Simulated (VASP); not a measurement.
# HfSi2 in VASP: single point with PBEsol

Aim: the single point of HfSi2 with PBEsol.

Program: VASP 6.6.1. These are calculated values, not measurements. Logs are shortened: lines on timing, memory, paths and dates and some standing lists are left out, and cuts for length are marked.

### 1 The cell of the first run

The cell holds a slab with vacuum, 24 atoms: a = 3.650 Å, b = 7.401 Å, c = 27.726 Å, α = 90.00°, β = 90.00°, γ = 104.28°.

### 2 Single point, PBEsol

INCAR

```
SYSTEM = HfSi2
  PREC = Accurate
  ENCUT = 400
  EDIFF = 1E-6
  ISMEAR = 0
  SIGMA = 0.1
  LREAL = .FALSE.
  LASPH = .TRUE.
  NELM = 120
  ALGO = Normal
  ISIF = 2
  LWAVE = .FALSE.
  LCHARG = .TRUE.
  LDIPOL = .TRUE.
  IDIPOL = 3
  DIPOL = 0.5 0.5 0.500
  GGA = PS
  LELF = .TRUE.
  LVHAR = .TRUE.
  LVACPOTAV = .TRUE.
  NBANDS = 90
  ISYM = 0
  GGA_COMPAT = .FALSE.
  NELMDL = -8
```

KPOINTS

```
Automatic mesh
0
G
  10 5 1
  0 0 0
```

POSCAR

```
HfSi2
1.0
    3.6500013875      0.0000000000      0.0000000000
   -1.8250006938      7.1724995104      0.0000000000
    0.0000000000      0.0000000000     27.7263571248
Hf Si
8 16
Direct
    0.8953035725      0.7906071450      0.2705007357
    0.1046964275      0.2093928550      0.3360719541
    0.8953035725      0.7906071450      0.4016431724
    0.1046964275      0.2093928550      0.4672143908
    0.8953035725      0.7906071450      0.5327856092
    0.1046964275      0.2093928550      0.5983568276
    0.8953035725      0.7906071450      0.6639280459
    0.1046964275      0.2093928550      0.7294992643
    0.5551823636      0.1103647272      0.2705007357
    0.2502194876      0.5004389752      0.2705007357
    0.4448176364      0.8896352728      0.3360719541
    0.7497805124      0.4995610248      0.3360719541
    0.5551823636      0.1103647272      0.4016431724
    0.2502194876      0.5004389752      0.4016431724
    0.4448176364      0.8896352728      0.4672143908
    0.7497805124      0.4995610248      0.4672143908
    0.5551823636      0.1103647272      0.5327856092
    0.2502194876      0.5004389752      0.5327856092
    0.4448176364      0.8896352728      0.5983568276
    0.7497805124      0.4995610248      0.5983568276
    0.5551823636      0.1103647272      0.6639280459
    0.2502194876      0.5004389752      0.6639280459
    0.4448176364      0.8896352728      0.7294992643
    0.7497805124      0.4995610248      0.7294992643
```

Potentials or basis: VASP PAW PBE potentials, release 64 (Hf_pv, Si).

Started as:

```bash
cat potpaw_PBE.64/Hf_pv/POTCAR potpaw_PBE.64/Si/POTCAR > POTCAR
mpirun -np 1 vasp_std > vasp.out
```

OUTCAR:

```text
SYSTEM = HfSi2
   PREC = Accurate
   ENCUT = 400
   EDIFF = 1E-6
   ISMEAR = 0
   LREAL = .FALSE.
   LASPH = .TRUE.
   NELM = 120
   ISIF = 2
   GGA = PS
   ISYM = 0
   NELMDL = -8

 ion  position               nearest neighbor table
   1  0.895  0.791  0.271-  11 2.67  11 2.67  10 2.77  10 2.77  12 2.77   9 2.93   9 2.93   2 3.51
                             3 3.64
   2  0.105  0.209  0.336-  13 2.67  13 2.67   9 2.67   9 2.67  12 2.77  12 2.77  14 2.77  10 2.77
                            11 2.93  11 2.93   3 3.51   1 3.51   4 3.64
   3  0.895  0.791  0.402-  11 2.67  11 2.67  15 2.67  15 2.67  14 2.77  14 2.77  12 2.77  16 2.77
                            13 2.93  13 2.93   2 3.51   4 3.51   1 3.64   5 3.64
   4  0.105  0.209  0.467-  17 2.67  13 2.67  17 2.67  13 2.67  16 2.77  16 2.77  18 2.77  14 2.77
                            15 2.93  15 2.93   5 3.51   3 3.51   2 3.64   6 3.64
   5  0.895  0.791  0.533-  15 2.67  19 2.67  15 2.67  19 2.67  18 2.77  18 2.77  16 2.77  20 2.77
                            17 2.93  17 2.93   4 3.51   6 3.51   7 3.64   3 3.64
   6  0.105  0.209  0.598-  21 2.67  21 2.67  17 2.67  17 2.67  20 2.77  20 2.77  22 2.77  18 2.77
                            19 2.93  19 2.93   7 3.51   5 3.51   8 3.64   4 3.64
   7  0.895  0.791  0.664-  19 2.67  19 2.67  23 2.67  23 2.67  22 2.77  22 2.77  20 2.77  24 2.77
                            21 2.93  21 2.93   6 3.51   8 3.51   5 3.64
   8  0.105  0.209  0.729-  21 2.67  21 2.67  24 2.77  24 2.77  22 2.77  23 2.93  23 2.93   7 3.51
                             6 3.64
   9  0.555  0.110  0.271-  11 2.41   2 2.67   2 2.67   1 2.93   1 2.93
  10  0.250  0.500  0.271-  12 2.58  12 2.58   1 2.77   1 2.77   2 2.77
  11  0.445  0.890  0.336-  13 2.41   9 2.41   3 2.67   3 2.67   1 2.67   1 2.67   2 2.93   2 2.93
[... 23 lines left out ...]
  23  0.445  0.890  0.729-  21 2.41   7 2.67   7 2.67   8 2.93   8 2.93
  24  0.750  0.500  0.729-  22 2.58  22 2.58   8 2.77   8 2.77   7 2.77

IMPORTANT INFORMATION: All symmetrisations will be switched off!
NOSYMM: (Re-)initialisation of all symmetry stuff for point group C_1.

----------------------------------------------------------------------------------------

                                     Primitive cell

  volume of cell :     725.8659

  direct lattice vectors                    reciprocal lattice vectors
     3.650001388  0.000000000  0.000000000     0.273972499  0.069710705  0.000000000
    -1.825000694  7.172499510  0.000000000     0.000000000  0.139421411  0.000000000
     0.000000000  0.000000000 27.726357125     0.000000000  0.000000000  0.036066765

  length of vectors
     3.650001388  7.401038897 27.726357125     0.282702162  0.139421411  0.036066765

  position of ions in fractional coordinates (direct lattice)
     0.895303572  0.790607145  0.270500736
     0.104696428  0.209392855  0.336071954
     0.895303572  0.790607145  0.401643172
     0.104696428  0.209392855  0.467214391
     0.895303572  0.790607145  0.532785609
     0.104696428  0.209392855  0.598356828
[... 16 lines left out ...]
     0.444817636  0.889635273  0.729499264
     0.749780512  0.499561025  0.729499264

  ion indices of the primitive-cell ions
   primitive index   ion index
                 1           1
                 2           2
                 3           3
                 4           4
                 5           5
                 6           6
[... 16 lines left out ...]
                23          23
                24          24

----------------------------------------------------------------------------------------

 KPOINTS: Automatic mesh

Automatic generation of k-mesh.
 Grid dimensions read from file:
 generate k-points for:   10    5    1

 Generating k-lattice:

  Cartesian coordinates                     Fractional coordinates (reciprocal lattice)
     0.027397250  0.006971071  0.000000000     0.100000000  0.000000000  0.000000000
     0.000000000  0.027884282  0.000000000     0.000000000  0.200000000  0.000000000
     0.000000000  0.000000000  0.036066765     0.000000000  0.000000000  1.000000000

  Length of vectors
     0.028270216  0.027884282  0.036066765

  Shift w.r.t. Gamma in fractional coordinates (k-lattice)
     0.000000000  0.000000000  0.000000000

 -----------------------------------------------------------------------------
|                                                                             |
|           W    W    AA    RRRRR   N    N  II  N    N   GGGG   !!!           |
|           W    W   A  A   R    R  NN   N  II  NN   N  G    G  !!!           |
|           W    W  A    A  R    R  N N  N  II  N N  N  G       !!!           |
|           W WW W  AAAAAA  RRRRR   N  N N  II  N  N N  G  GGG   !            |
[... 12 lines left out ...]

 WARNING: IBZKPT: internal override: KBLOWUP is changed to .FALSE.
      ... skipping the blow-up phase ...

 Subroutine IBZKPT returns following result:
 ===========================================

 Found     26 irreducible k-points:

 Following reciprocal coordinates:
            Coordinates               Weight
  0.000000  0.000000  0.000000      1.000000
  0.100000  0.000000  0.000000      2.000000
  0.200000  0.000000  0.000000      2.000000
  0.300000  0.000000  0.000000      2.000000
  0.400000  0.000000  0.000000      2.000000
  0.500000  0.000000  0.000000      1.000000
[... 16 lines left out ...]
 -0.400000  0.400000  0.000000      2.000000
 -0.300000  0.400000  0.000000      2.000000
 [... further k-points ...]
   k-points           NKPTS =     26   k-points in BZ     NKDIM =     26   number of bands    NBANDS=     90
   number of dos      NEDOS =    301   number of ions     NIONS =     24
   total plane-waves  NPLWV = 221184
   dimension x,y,z NGX =    24 NGY =   48 NGZ =  192
   dimension x,y,z NGXF=    48 NGYF=   96 NGZF=  384
   ions per type =               8  16
   NGX,Y,Z   is equivalent  to a cutoff of  10.93, 10.78, 11.51 a.u.
   NGXF,Y,Z  is equivalent  to a cutoff of  21.86, 21.56, 23.02 a.u.
 SYSTEM =  HfSi2
   PREC   = accura    normal or accurate (medium, high low for compatibility)
   ISTART =      0    job   : 0-new  1-cont  2-samecut
   ICHARG =      2    charge: 1-file 2-atom 10-const
   ISPIN  =      1    spin polarized calculation?
   LNONCOLLINEAR =      F non collinear calculations
   LSORBIT =      F    spin-orbit coupling
   LASPH  =      T    aspherical Exc in radial PAW
   ENCUT  =  400.0 eV  29.40 Ry    5.42 a.u.   5.95 12.07 45.21*2*pi/ulx,y,z
   NELM   =    120;   NELMIN=  2; NELMDL= -8     # of ELM steps
   EDIFF  = 0.1E-05   stopping-criterion for ELM
   LREAL  =      F    real-space projection
   EDIFFG = 0.1E-04   stopping-criterion for IOM
   NSW    =      0    number of steps for IOM
   IBRION =     -1    ionic relax: 0-MD 1-quasi-New 2-CG
   NFREE  =      0    steps in history (QN), initial steepest desc. (CG)
   ISIF   =      2    stress and relaxation
   ISYM   =      0    0-nonsym 1-usesym 2-fastsym
   POTIM  = 0.5000    time-step for ionic-motion
   TEBEG  =    0.0;   TEEND  =   0.0 temperature during run
   PSTRESS=    0.0 pullay stress
   NELECT =     144.0000    total number of electrons
   NUPDOWN=      -1.0000    fix difference up-down
   EMIN   =  10.00;   EMAX   =-10.00  energy-range for DOS
   EFERMI =   0.00;   METHOD = LEGACY
   ISMEAR =     0;   SIGMA  =   0.10  broadening in eV -4-tet -1-fermi 0-gaus
   EFERMI_NEDOS =   21; number of points for ismear=-14 and -15
   IALGO  =     38    algorithm
   IMIX   =      4    mixing-type and parameters
     AMIX     =   0.40;   BMIX     =  1.00
     AMIX_MAG =   1.60;   BMIX_MAG =  1.00
  volume/ion in A,a.u.               =      30.24       204.10
  Fermi-wavevector in a.u.,A,eV,Ry     =   0.954795  1.804301 12.403531  0.911634
  Thomas-Fermi vector in A             =   2.083574
   LORBIT       =      0    0 simple, 1 ext, 2 COOP (PROOUT), +10 PAW based schemes
   GGA     = PS    functional components
   LHFCALC =     F    Hartree Fock is set to
   AEXX    =    0.0000 exact exchange contribution
   IVDW    =     0    specifies the selected vdW correction
   LEPSILON=     F    determine dielectric tensor
   LRPA    =     F    only Hartree local field effects (RPA)
 non-spin polarized calculation
 Gauss-broadening in eV      SIGMA  =   0.10
  energy-cutoff  :      400.00
  volume of cell :      725.87
 maximum number of plane-waves:     13242
   NGX = 11   NGY = 25   NGZ = 91

 dipolmoment           0.000000      0.000000      0.000011 electrons x Angstroem

 number of electron     143.9999979 magnetization

 dipolmoment           0.000000      0.000000     -0.000004 electrons x Angstroem

 Free energy of the ion-electron system (eV)
  ---------------------------------------------------
  ext. energy  EPLUGINS =         0.00000000
  ---------------------------------------------------
  free energy    TOTEN  =      -185.88328880 eV

  energy without entropy =     -185.85561305  energy(sigma->0) =     -185.86945093

 E-fermi :   2.2738     XC(G=0):  -6.8403

 val. band max:        2.2542076308   @ k =  -0.2000   0.4000   0.0000
 cond. band min:       2.3093104371   @ k =   0.0000   0.0000   0.0000
 fundamental gap:      0.0551028063
 Fermi energy:         2.2737929460

 k-point     1 :       0.0000    0.0000    0.0000
  band No.  band energies     occupation
      1     -28.8692      2.00000
      2     -28.8691      2.00000
      3     -28.5298      2.00000
      4     -28.5298      2.00000
      5     -28.5044      2.00000
      6     -28.5043      2.00000
[... 2077 lines left out ...]
     83       4.1879      0.00000
     84       4.2516      0.00000

 [... further k-points ...]

 [bands above 84 left out]

------------------------ aborting loop because EDIFF is reached ----------------------------------------

  FORCE on cell =-STRESS in cart. coord.  units (eV):
  Direction    XX          YY          ZZ          XY          YZ          ZX
  --------------------------------------------------------------------------------------
  -------------------------------------------------------------------------------------
  Total       -9.5595421    -11.2464091      1.3550889     -0.0497537      1.5692008     -0.0402305
  in kB      -21.1004299    -24.8237901      2.9910385     -0.1098196      3.4636398     -0.0887992
  external PRESSURE =     -14.3110605 kB  Pullay stress =       0.0000000 kB

 VOLUME and BASIS-vectors are now :
 -----------------------------------------------------------------------------
  energy-cutoff  :      400.00
  volume of cell :      725.87
      direct lattice vectors                 reciprocal lattice vectors
     3.650001388  0.000000000  0.000000000     0.273972499  0.069710705  0.000000000
    -1.825000694  7.172499510  0.000000000     0.000000000  0.139421411  0.000000000
     0.000000000  0.000000000 27.726357125     0.000000000  0.000000000  0.036066765

 POSITION                                       TOTAL-FORCE (eV/Angst)
 -----------------------------------------------------------------------------------
      1.82500      5.67063      7.50000         0.000905      0.809476      0.950602
     -0.00000      1.50187      9.31805        -0.003697     -0.365661      0.260756
      1.82500      5.67063     11.13610         0.005383      0.269873      0.283139
     -0.00000      1.50187     12.95415        -0.006743     -0.232496      0.087334
      1.82500      5.67063     14.77220         0.006743      0.232497     -0.087303
     -0.00000      1.50187     16.59026        -0.005383     -0.269862     -0.283094
[... 16 lines left out ...]
     -0.00000      6.38091     20.22636        -0.001240      1.074108      0.868620
      1.82500      3.58310     20.22636        -0.000913     -0.062562     -0.417289
 -----------------------------------------------------------------------------------
    total drift:                                0.000001     -0.000006      0.000133

  FREE ENERGIE OF THE ION-ELECTRON SYSTEM (eV)
  ---------------------------------------------------
  free  energy   TOTEN  =      -185.8832888047 eV

  energy  without entropy=     -185.8556130488  energy(sigma->0) =     -185.86945093

 vacuum level on the upper side and lower side of the slab         6.606         6.606
```

It took 41 min on 1 thread of Intel Xeon 6975P-C (Granite Rapids), shared host; peak memory 1 GiB.

Results:

| Property | Result |
| --- | --- |
| Free energy | -185.8833 eV |
| Largest force | 1.381 eV/Å |
| Band gap on the k mesh | zero (bands 72 and 73 overlap by 1.04 eV) |

Forces on the atoms (eV/Å):
```
Hf   0.001  0.809  0.951
Hf  -0.004 -0.366  0.261
Hf   0.005  0.270  0.283
Hf  -0.007 -0.232  0.087
Hf   0.007  0.232 -0.087
Hf  -0.005 -0.270 -0.283
Hf   0.004  0.366 -0.261
Hf  -0.001 -0.809 -0.951
Si   0.001 -1.074 -0.869
Si   0.001  0.063  0.417
Si  -0.002  0.080 -0.554
Si   0.004  0.300 -0.717
Si   0.004 -0.088 -0.024
Si  -0.004  0.015 -0.005
Si  -0.001  0.054 -0.038
Si  -0.002  0.063 -0.087
Si   0.001 -0.054  0.038
Si   0.002 -0.063  0.086
Si  -0.004  0.088  0.024
Si   0.004 -0.015  0.005
Si   0.002 -0.080  0.554
Si  -0.004 -0.300  0.717
Si  -0.001  1.074  0.869
Si  -0.001 -0.063 -0.417
```

Levels at points of the mesh, in eV from the Fermi level:
| k point | band 68 | band 69 | band 70 | band 71 | band 72 | band 73 | band 74 | band 75 | band 76 | band 77 |
| --- | --- | --- | --- | --- | --- | --- | --- | --- | --- | --- |
| (0.00, 0.00, 0.00) | -0.46 | -0.03 | 0.04 | 0.21 | 0.49 | 0.53 | 0.67 | 0.87 | 0.96 | 1.04 |
| (0.50, 0.00, 0.00) | -1.33 | -1.29 | -0.94 | -0.69 | -0.51 | -0.19 | 0.45 | 0.93 | 1.10 | 1.42 |

Caveat: the PAW data sets were made with another functional, which shifts forces and pressure a little; spin-orbit coupling is left out, which moves the levels of the heavy elements.

The gap in the log of VASP goes by the Fermi energy; the results here count the filled bands.